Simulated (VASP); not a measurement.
**AlCu2: relaxation of cell and atoms with r2SCAN**

Crystal: AlCu2.

```
Al Cu
1.0
     0.00000    2.70846    2.70846
     2.70846    0.00000    2.70846
     2.70846    2.70846    0.00000
Al Cu
1 2
Cartesian
  0.0000 0.0000 0.0000
  1.3542 1.3542 1.3542
  4.0627 4.0627 4.0627
```

```yaml
Program: VASP 6.6.1
Task: relaxation of cell and atoms
Functional: r2SCAN
Potentials_or_basis: VASP PAW PBE potentials, release 64 (Al, Cu)
Cutoff: 600 eV
k_mesh: 6 × 6 × 6
Occupations: gaussian, width 0.1 eV
Spin: no spin polarisation
Dipole_correction: no
Further_INCAR_settings: ALGO = Normal; EDIFF = 1e-06; IBRION = 2; EDIFFG = -0.04; NSW = 90; ISIF = 3
```

```json
{
 "Relaxed volume": "14.91 Å³/atom",
 "Relaxed cell": "a = 3.985 Å, b = 3.985 Å, c = 3.985 Å, α = 60.00°, β = 60.00°, γ = 60.00°",
 "Space group after relaxing (to 0.05 Å)": "Fm-3m (No. 225)",
 "Energy gained by relaxing": "71.8 meV/atom",
 "Ionic steps": "3",
 "Pressure after relaxing": "0.0 GPa"
}
```

Step by step:
```
step  energy change (eV)  largest force (eV/Å)  pressure (GPa)  volume (Å³)
   1              0.0000                0.0000           15.28        39.74
   2             -0.1697                0.0000           -5.15        47.45
   3             -0.2154                0.0000            0.02        44.74
```

Final structure:
```
Al Cu
1.0
     0.00000    2.81764    2.81764
     2.81764    0.00000    2.81764
     2.81764    2.81764    0.00000
Al Cu
1 2
Direct
  0.00000 0.00000 0.00000
  0.25000 0.25000 0.25000
  0.75000 0.75000 0.75000
```

Levels at points of the mesh, in eV from the Fermi level:
```
           k point  band 10  band 11  band 12  band 13  band 14  band 15
(0.00, 0.00, 0.00)    -2.51    -2.51     3.88     3.88     3.88     5.55
(0.50, 0.00, 0.00)    -3.31    -3.25    -3.05     3.19     3.19     5.06
(0.50, 0.50, 0.00)    -2.87    -2.53    -1.68    -0.63    -0.63     2.06
```

Wall time 2.5 min on 1 thread of Intel Xeon 6975P-C, with other jobs on the host, peak memory 0.2 GiB.

Caveat: the PAW data sets were made with another functional, which shifts forces and pressure a little.
